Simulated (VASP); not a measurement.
Wanted: the native input for a VASP 6.6.1 run.

* Task: density of states
* Functional: PBE
* Potentials or basis: VASP PAW PBE potentials, release 64 (Cu, Au)
* Cutoff: 520 eV
* k mesh: 11 × 11 × 11
* Occupations: fermi-dirac, width 0.1 eV
* Spin: no spin polarisation
* Dipole correction: no
* k mesh for the DOS: 17 × 17 × 17
* Occupations for the DOS: tetrahedron
* Further INCAR settings: ALGO = Normal; EDIFF = 1e-06

The system is CuAu.

```xyz
2
Lattice="3.1659 0.0000 0.0000 0.0000 3.1659 0.0000 0.0000 0.0000 3.1659" Properties=species:S:1:pos:R:3 pbc="T T T"
Cu    0.0000    0.0000    0.0000
Au    1.5830    1.5830    1.5830
```

The input as run:

POSCAR

```
CuAu
1.0
    3.1659460000      0.0000000000      0.0000000000
    0.0000000000      3.1659460000      0.0000000000
    0.0000000000      0.0000000000      3.1659460000
Cu Au
1 1
Direct
    0.0000000000      0.0000000000      0.0000000000
    0.5000000000      0.5000000000      0.5000000000
```

INCAR.step1

```
PREC = Accurate ; ENCUT = 520
EDIFF = 1E-6 ; ISMEAR = -1
SIGMA = 0.1 ; LREAL = F
LASPH = T ; NELM = 120
ALGO = Normal ; ISIF = 2
LWAVE = F ; LCHARG = T
LMAXMIX = 4 ; GGA = PE
NBANDS = 18 ; GGA_COMPAT = F
NEDOS = 2001 ; LORBIT = 11
```

KPOINTS.step1

```
Automatic mesh
0
Gamma
  11 11 11
```

INCAR.step2

```
PREC = Accurate ; ENCUT = 520
EDIFF = 1E-6 ; ISMEAR = -5
SIGMA = 0.1 ; LREAL = F
LASPH = T ; NELM = 120
ALGO = Normal ; ISIF = 2
LWAVE = F ; LCHARG = F
LMAXMIX = 4 ; GGA = PE
LORBIT = 11 ; NEDOS = 1001
ICHARG = 11 ; GGA_COMPAT = F
```

KPOINTS.step2

```
Automatic mesh
0
Gamma
  17 17 17
```

Potentials or basis: VASP PAW PBE potentials, release 64 (Cu, Au).

Command:

```bash
$ cat potpaw_PBE.64/Cu/POTCAR potpaw_PBE.64/Au/POTCAR > POTCAR
$ cp INCAR.step1 INCAR
$ cp KPOINTS.step1 KPOINTS
$ mpirun -np 1 vasp_std > vasp.out
$ cp INCAR.step2 INCAR
$ cp KPOINTS.step2 KPOINTS
$ mpirun -np 1 vasp_std > vasp.out
```

Results of the run:

```json
{"Valence electrons inside the program's atomic spheres": "Cu 9.85; Au 9.62"}
```

Caveat: spin-orbit coupling is left out, which moves the levels of the heavy elements.

Wall time 39 s on 1 thread of Intel(R) Xeon(R) Platinum 8375C CPU @ 2.90GHz (Ice Lake), on a shared host, peak memory 0.2 GiB.
